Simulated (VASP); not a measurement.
Here is a VASP 6.6.1 calculation.

The input INCAR:

```
ALGO = Normal ; EDIFF = 1E-7
ENCUT = 520 ; GGA = CA
ISIF = 2 ; ISMEAR = 0
LASPH = T ; LCHARG = F
LREAL = F ; LWAVE = F
NBANDS = 11 ; NELM = 100
PREC = Accurate ; SIGMA = 0.05
```

KPOINTS

```
k-points
0
Gamma
  10 10 10
```

POSCAR

```
MgO
1.0
    2.9380209034      0.0000000000      0.0000000000
   -1.4690104517      2.5444007392      0.0000000000
    0.0000000000      0.0000000000      2.6796800000
Mg O
1 1
Direct
    0.0000000000      0.0000000000      0.0000000000
    0.3333333333      0.6666666667      0.5000000000
```

Potentials or basis: VASP PAW LDA potentials, release 64 (Mg, O).

Launch:

```sh
$ cat potpaw_LDA.64/Mg/POTCAR potpaw_LDA.64/O/POTCAR > POTCAR
$ mpirun -np 1 vasp_std > vasp.out
```

Task: Estimate the pressure.

Result: -11.0 GPa.

Task: Predict the band gap on the k mesh.

Result: 2.95 eV, indirect (least direct gap 3.35 eV).

Stress tensor (GPa, compression positive):
```
-10.44   0.00   0.00
  0.00 -10.44   0.00
  0.00   0.00 -12.03
```

A k mesh can miss the band edges. Expect the measured gap to be larger: semilocal functionals such as LDA lack the derivative discontinuity.
